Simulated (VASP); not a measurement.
# Tm (P6_3/mmc) in VASP: single point with LDA

Aim: the single point of Tm with LDA.

Program: VASP 6.6.1. These are calculated values, not measurements. Logs are shortened: lines on timing, memory, paths and dates and some standing lists are left out, and cuts for length are marked.

### Step 1. The cell of the first run

Symmetry: P6_3/mmc, No. 194, hexagonal system. Conventional cell: a = 3.411 Å, b = 3.411 Å, c = 5.617 Å, α = 90.00°, β = 90.00°, γ = 120.00°. Within 4.5 Å of Tm (site symmetry -6m2) lie 12 Tm at 3.41 to 3.43 Å.

### Step 2. Single point, LDA, collinear spin, ferromagnetic start

Input file INCAR:

```
PREC = Accurate
ENCUT = 520
EDIFF = 1E-6
ISMEAR = 0
SIGMA = 0.05
LREAL = False
LASPH = True
NELM = 150
ALGO = Normal
ISIF = 2
LWAVE = False
LCHARG = False
ISPIN = 2
MAGMOM = 2 2
LORBIT = 11
LMAXMIX = 6
GGA = CA
NBANDS = 34
```

Input file KPOINTS:

```
Automatic mesh
0
Gamma
  14 14 8
```

Input file POSCAR:

```
Tm
1.0
    3.4113366911      0.0000000000      0.0000000000
   -1.7056683456      2.9543042354      0.0000000000
    0.0000000000      0.0000000000      5.6165579205
Tm
2
Direct
    0.3333333333      0.6666666667      0.7500000000
    0.6666666667      0.3333333333      0.2500000000
```

Potentials or basis: VASP PAW PBE potentials, release 64 (Tm).

The run is started by

```
$ cat potpaw_PBE.64/Tm/POTCAR > POTCAR
$ mpirun -np 1 vasp_std > vasp.out
```

OUTCAR:

```text
PREC = Accurate
   ENCUT = 520
   EDIFF = 1E-6
   ISMEAR = 0
   LREAL = False
   LASPH = True
   NELM = 150
   ISIF = 2
   ISPIN = 2
   LORBIT = 11
   GGA = CA

 ion  position               nearest neighbor table
   1  0.333  0.667  0.750-   2 3.43   2 3.43   2 3.43   2 3.43   2 3.43   2 3.43
   2  0.667  0.333  0.250-   1 3.43   1 3.43   1 3.43   1 3.43   1 3.43   1 3.43

  LATTYP: Found a hexagonal cell.
 ALAT       =     3.4113366911
 C/A-ratio  =     1.6464390440

  Lattice vectors:

 A1 = (   3.4113366911,   0.0000000000,   0.0000000000)
 A2 = (  -1.7056683456,   2.9543042354,   0.0000000000)
 A3 = (   0.0000000000,   0.0000000000,   5.6165579205)

Analysis of symmetry for initial positions (statically):
=====================================================================
 Subroutine PRICEL returns:
 Original cell was already a primitive cell.

 Routine SETGRP: Setting up the symmetry group for a
 hexagonal supercell.

 Subroutine GETGRP returns: Found 24 space group operations
 (whereof 12 operations were pure point group operations)
 out of a pool of 24 trial point group operations.

The static configuration has the point symmetry D_3d.
 The point group associated with its full space group is D_6h.

Analysis of symmetry for dynamics (positions and initial velocities):
=====================================================================
 Subroutine PRICEL returns:
 Original cell was already a primitive cell.

 Routine SETGRP: Setting up the symmetry group for a
 hexagonal supercell.

 Subroutine GETGRP returns: Found 24 space group operations
 (whereof 12 operations were pure point group operations)
 out of a pool of 24 trial point group operations.

The dynamic configuration has the point symmetry D_3d.
 The point group associated with its full space group is D_6h.

Analysis of structural, dynamic, and magnetic symmetry:
=====================================================================
 Subroutine PRICEL returns:
 Original cell was already a primitive cell.

 Routine SETGRP: Setting up the symmetry group for a
 hexagonal supercell.

 Subroutine GETGRP returns: Found 24 space group operations
 (whereof 12 operations were pure point group operations)
 out of a pool of 24 trial point group operations.

The overall configuration has the point symmetry D_3d.
 The point group associated with its full space group is D_6h.

 Subroutine INISYM returns: Found 24 space group operations
 (whereof 12 operations are pure point group operations),
 and found     1 'primitive' translations

----------------------------------------------------------------------------------------

                                     Primitive cell

  volume of cell :      56.6044

  direct lattice vectors                    reciprocal lattice vectors
     3.411336691  0.000000000  0.000000000     0.293140223  0.169244587  0.000000000
    -1.705668346  2.954304235  0.000000000     0.000000000  0.338489174  0.000000000
     0.000000000  0.000000000  5.616557921     0.000000000  0.000000000  0.178044990

  length of vectors
     3.411336691  3.411336691  5.616557921     0.338489174  0.338489174  0.178044990

  position of ions in fractional coordinates (direct lattice)
     0.333333333  0.666666667  0.750000000
     0.666666667  0.333333333  0.250000000

  ion indices of the primitive-cell ions
   primitive index   ion index
                 1           1
                 2           2

----------------------------------------------------------------------------------------

 KPOINTS: Automatic mesh

Automatic generation of k-mesh.
 Grid dimensions read from file:
 generate k-points for:   14   14    8

 Generating k-lattice:

  Cartesian coordinates                     Fractional coordinates (reciprocal lattice)
     0.020938587  0.012088899  0.000000000     0.071428571  0.000000000  0.000000000
     0.000000000  0.024177798  0.000000000     0.000000000  0.071428571  0.000000000
     0.000000000  0.000000000  0.022255624     0.000000000  0.000000000  0.125000000

  Length of vectors
     0.024177798  0.024177798  0.022255624

  Shift w.r.t. Gamma in fractional coordinates (k-lattice)
     0.000000000  0.000000000  0.000000000

 Subroutine IBZKPT returns following result:
 ===========================================

 Found    120 irreducible k-points:

 Following reciprocal coordinates:
            Coordinates               Weight
  0.000000  0.000000  0.000000      1.000000
  0.071429 -0.000000  0.000000      6.000000
  0.142857 -0.000000  0.000000      6.000000
  0.214286 -0.000000  0.000000      6.000000
  0.285714 -0.000000  0.000000      6.000000
  0.357143 -0.000000  0.000000      6.000000
[... 16 lines left out ...]
  0.285714  0.285714  0.000000      6.000000
  0.357143  0.285714  0.000000      6.000000
 [... further k-points ...]
   k-points           NKPTS =    120   k-points in BZ     NKDIM =    120   number of bands    NBANDS=     34
   number of dos      NEDOS =    301   number of ions     NIONS =      2
   total plane-waves  NPLWV =  32928
   dimension x,y,z NGX =    28 NGY =   28 NGZ =   42
   dimension x,y,z NGXF=    56 NGYF=   56 NGZF=   84
   ions per type =               2
   NGX,Y,Z   is equivalent  to a cutoff of  13.65, 13.65, 12.43 a.u.
   NGXF,Y,Z  is equivalent  to a cutoff of  27.29, 27.29, 24.86 a.u.
 SYSTEM =  unknown system
   PREC   = accura    normal or accurate (medium, high low for compatibility)
   ISTART =      0    job   : 0-new  1-cont  2-samecut
   ICHARG =      2    charge: 1-file 2-atom 10-const
   ISPIN  =      2    spin polarized calculation?
   LNONCOLLINEAR =      F non collinear calculations
   LSORBIT =      F    spin-orbit coupling
   LASPH  =      T    aspherical Exc in radial PAW
   ENCUT  =  520.0 eV  38.22 Ry    6.18 a.u.   6.34  6.34 10.44*2*pi/ulx,y,z
   NELM   =    150;   NELMIN=  2; NELMDL= -5     # of ELM steps
   EDIFF  = 0.1E-05   stopping-criterion for ELM
   LREAL  =      F    real-space projection
   EDIFFG = 0.1E-04   stopping-criterion for IOM
   NSW    =      0    number of steps for IOM
   IBRION =     -1    ionic relax: 0-MD 1-quasi-New 2-CG
   NFREE  =      0    steps in history (QN), initial steepest desc. (CG)
   ISIF   =      2    stress and relaxation
   ISYM   =      2    0-nonsym 1-usesym 2-fastsym
   POTIM  = 0.5000    time-step for ionic-motion
   TEBEG  =    0.0;   TEEND  =   0.0 temperature during run
   PSTRESS=    0.0 pullay stress
   NELECT =      46.0000    total number of electrons
   NUPDOWN=      -1.0000    fix difference up-down
   EMIN   =  10.00;   EMAX   =-10.00  energy-range for DOS
   EFERMI =   0.00;   METHOD = LEGACY
   ISMEAR =     0;   SIGMA  =   0.05  broadening in eV -4-tet -1-fermi 0-gaus
   EFERMI_NEDOS =   21; number of points for ismear=-14 and -15
   IALGO  =     38    algorithm
   IMIX   =      4    mixing-type and parameters
     AMIX     =   0.40;   BMIX     =  1.00
     AMIX_MAG =   1.60;   BMIX_MAG =  1.00
  volume/ion in A,a.u.               =      28.30       190.99
  Fermi-wavevector in a.u.,A,eV,Ry     =   1.527721  2.886974 31.755072  2.333932
  Thomas-Fermi vector in A             =   2.635578
   LORBIT       =     11    0 simple, 1 ext, 2 COOP (PROOUT), +10 PAW based schemes
   GGA     = CA    functional components
   LHFCALC =     F    Hartree Fock is set to
   AEXX    =    0.0000 exact exchange contribution
   IVDW    =     0    specifies the selected vdW correction
   LEPSILON=     F    determine dielectric tensor
   LRPA    =     F    only Hartree local field effects (RPA)
 spin polarized calculation
 Gauss-broadening in eV      SIGMA  =   0.05
  energy-cutoff  :      520.00
  volume of cell :       56.60
 maximum number of plane-waves:      1543
 NGX is ok and might be reduce to    28
   NGX = 13   NGY = 13   NGZ = 21

 number of electron      46.0000007 magnetization       2.2184193

 Free energy of the ion-electron system (eV)
  ---------------------------------------------------
  ext. energy  EPLUGINS =         0.00000000
  ---------------------------------------------------
  free energy    TOTEN  =        -9.12999686 eV

  energy without entropy =       -9.08537290  energy(sigma->0) =       -9.10768488

 E-fermi :   2.1251     XC(G=0): -10.9120

 val. band max:        2.1250079726   @ k =   0.2857  -0.0000   0.2500
 cond. band min:       2.1255582613   @ k =   0.2857   0.0714   0.2500
 fundamental gap:      0.0005502886
 Fermi energy:         2.1251469417

 spin component 1

 k-point     1 :       0.0000    0.0000    0.0000
  band No.  band energies     occupation
      1     -47.7506      1.00000
      2     -47.6925      1.00000
      3     -21.5935      1.00000
      4     -20.8969      1.00000
      5     -20.8969      1.00000
      6     -20.7993      1.00000
[... 26 lines left out ...]
     33       9.0359      0.00000
     34       9.0359      0.00000
[... 820 lines left out ...]
      4     -21.3002      1.00000
      5     -21.2818      1.00000
      6     -21.1460      1.00000
[... 26 lines left out ...]
     33       9.2161      0.00000
     34       9.3137      0.00000

 [... further k-points ...]

 spin component 2

 k-point     1 :       0.0000    0.0000    0.0000
  band No.  band energies     occupation
      1     -47.2857      1.00000
      2     -47.2250      1.00000
      3     -21.2979      1.00000
      4     -20.5761      1.00000
      5     -20.5761      1.00000
      6     -20.4719      1.00000
[... 26 lines left out ...]
     33       9.1405      0.00000
     34       9.1405      0.00000
[... 820 lines left out ...]
      4     -20.9977      1.00000
      5     -20.9784      1.00000
      6     -20.8356      1.00000
[... 26 lines left out ...]
     33       9.2744      0.00000
     34       9.3870      0.00000

 [... further k-points ...]
[... 5 lines left out ...]
  --------------------------------------------------------------------------------------
  -------------------------------------------------------------------------------------
  Total       -0.1347476     -0.1347476     -0.2083122      0.0000000     -0.0000000      0.0000000
  in kB       -3.8140079     -3.8140079     -5.8962401      0.0000000     -0.0000000      0.0000000
  external PRESSURE =      -4.5080853 kB  Pullay stress =       0.0000000 kB

 VOLUME and BASIS-vectors are now :
 -----------------------------------------------------------------------------
  energy-cutoff  :      520.00
  volume of cell :       56.60
      direct lattice vectors                 reciprocal lattice vectors
     3.411336691  0.000000000  0.000000000     0.293140223  0.169244587  0.000000000
    -1.705668346  2.954304235  0.000000000     0.000000000  0.338489174  0.000000000
     0.000000000  0.000000000  5.616557921     0.000000000  0.000000000  0.178044990

 POSITION                                       TOTAL-FORCE (eV/Angst)
 -----------------------------------------------------------------------------------
     -0.00000      1.96954      4.21242        -0.000000      0.000000      0.000000
      1.70567      0.98477      1.40414         0.000000     -0.000000      0.000000
 -----------------------------------------------------------------------------------
    total drift:                                0.000000     -0.000000      0.000000

  FREE ENERGIE OF THE ION-ELECTRON SYSTEM (eV)
  ---------------------------------------------------
  free  energy   TOTEN  =        -9.1299968559 eV

  energy  without entropy=       -9.0853729033  energy(sigma->0) =       -9.10768488

 total charge

# of ion       s       p       d       f       tot
--------------------------------------------------
    1        2.231   5.905   0.429  12.518  21.083
    2        2.231   5.905   0.429  12.518  21.083
--------------------------------------------------
tot          4.462  11.809   0.858  25.037  42.166

 magnetization (x)

# of ion       s       p       d       f       tot
--------------------------------------------------
    1        0.003  -0.024  -0.028   1.220   1.170
    2        0.003  -0.024  -0.028   1.220   1.170
--------------------------------------------------
tot          0.005  -0.048  -0.057   2.439   2.340
```

It took 12 min on 1 thread of Intel Xeon 6975P-C (Granite Rapids), shared host; peak memory 0.41 GiB.

What came out:

```yaml
Free_energy: -9.1300 eV
Pressure: -0.5 GPa
Net_moment: 2.22 μB per cell
Site_moments: Tm +1.17 μB
Valence_electrons_inside_the_program's_atomic_spheres: Tm 21.08
```

Caveat: the magnetic or orbital state may not be the lowest; the PAW data sets were made with another functional, which shifts forces and pressure a little; spin-orbit coupling is left out, which moves the levels of the heavy elements; semilocal functionals describe open f shells poorly, which spoils levels, moments and volumes. The state reached can hang on the start; a lower one may exist.
